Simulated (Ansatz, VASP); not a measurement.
## Two plane-wave programs on Ge

File INCAR:

```
SYSTEM = Ge
PREC = Accurate ; ENCUT = 520
EDIFF = 1E-7 ; ISMEAR = -1
SIGMA = 0.05 ; LREAL = .FALSE.
LASPH = .TRUE. ; NELM = 100
ALGO = Normal ; ISIF = 2
LWAVE = .FALSE. ; LCHARG = .FALSE.
GGA = PS ; NBANDS = 13
```

Contents of KPOINTS:

```
Automatic mesh
0
G
  6 6 6
  0 0 0
```

File POSCAR:

```
Ge
1.0
    2.7104700000      0.0000000000      0.0000000000
    0.0000000000      2.7104700000      0.0000000000
    0.0000000000      0.0000000000      2.7104700000
Ge
1
Direct
    0.0000000000      0.0000000000      0.0000000000
```

input.yaml

```yaml
crystal:
  lattice:
    - [2.71047, 0.0, 0.0]
    - [0.0, 2.71047, 0.0]
    - [0.0, 0.0, 2.71047]
  atoms:
    - { symbol: Ge, position: [0.0, 0.0, 0.0] }
hamiltonian:
  xc: pbesol
  pseudopotentials: { kind: paw }
kpoints:
  mp_grid: { grid: [6, 6, 6] }
scf:
  occupations: { method: fermi_dirac, width: 0.05 }
  n_extra_bands: 6
output:
  forces: true
  stress: true
  eigenvalues: true
  dos: { projected: true, de: 0.05, nscf_kmesh: { grid: [9, 9, 9] } }
```

Alike in both runs: functional PBEsol; k mesh 6 × 6 × 6; occupations fermi-dirac, width 0.05 eV; no spin polarisation.

|  | VASP | Ansatz |
| --- | --- | --- |
| version | VASP 6.6.1 | Ansatz 0.2.0 |
| potentials or method | VASP PAW PBE potentials, release 64 (Ge_d) | Ansatz PAW |
| plane-wave cutoff (eV) | 520 | 420 |
| valence electrons in the cell | 14 | 14 |
| task | single point | projected density of states |

|  | VASP | Ansatz | Ansatz less VASP |
| --- | --- | --- | --- |
| gap on the k mesh at the Fermi level (eV) | none | none | - |
| pressure (GPa) | -3.7 | -3.7 | +0.06 |

VASP's potentials were made for PBE, not for PBEsol. A gap of «none» marks a metal or a gap that the smearing closes.

The k mesh is coarse, so the values compare programs but aren't converged.
